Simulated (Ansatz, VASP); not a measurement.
One calculation of Si, two programs

```xyz
1
Lattice="2.4961 0.0000 0.0000 0.0000 2.4961 0.0000 0.0000 0.0000 2.4961" Properties=species:S:1:pos:R:3 pbc="T T T"
Si    0.0000    0.0000    0.0000
```

Alike in both runs: task single point; functional PBE; k mesh 14 × 14 × 14; occupations fermi-dirac, width 0.1 eV; no spin polarisation.

|  | VASP | Ansatz |
| --- | --- | --- |
| version | VASP 6.6.1 | Ansatz 0.2.0 |
| potentials or method | VASP PAW PBE potentials, release 64 (Si), cutoff 520 eV | plane waves (420 eV) with PAW, scalar-relativistic |
| valence electrons in the cell | 4 | 4 |

```tsv
	VASP	Ansatz	Ansatz less VASP
pressure (GPa)	4.9	4.9	+0.06
```
